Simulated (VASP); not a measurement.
Input of a VASP 6.6.1 run:

Contents of INCAR:

```
SYSTEM = RbCl
  PREC = Accurate
  ENCUT = 500
  EDIFF = 1E-6
  ISMEAR = 0
  SIGMA = 0.05
  LREAL = .False.
  LASPH = .True.
  NELM = 120
  ALGO = Normal
  ISIF = 2
  LWAVE = .False.
  LCHARG = .True.
  GGA = PE
  LELF = .True.
  LVHAR = .True.
  NBANDS = 15
  GGA_COMPAT = .False.
```

The input KPOINTS:

```
regular mesh
0
Gamma
  6 6 6
  0 0 0
```

The input POSCAR:

```
RbCl
1.0
    0.0000000000      3.5359200000      3.5359200000
    3.5359200000      0.0000000000      3.5359200000
    3.5359200000      3.5359200000      0.0000000000
Rb Cl
1 1
Direct
    0.0000000000      0.0000000000      0.0000000000
    0.5000000000      0.5000000000      0.5000000000
```

Potentials or basis: VASP PAW PBE potentials, release 64 (Rb_sv, Cl).

The run is started by

```sh
$ cat potpaw_PBE.64/Rb_sv/POTCAR potpaw_PBE.64/Cl/POTCAR > POTCAR
$ mpirun -np 1 vasp_std > vasp.out
```

Q: Estimate the band gap on the k mesh.

A: 4.38 eV.

Q: Predict the pressure.

A: -1.6 GPa.

Caveat: the cell differs from its parent crystal (strain +0.080 along x and y, +0.080 along z). A k mesh can miss the band edges.
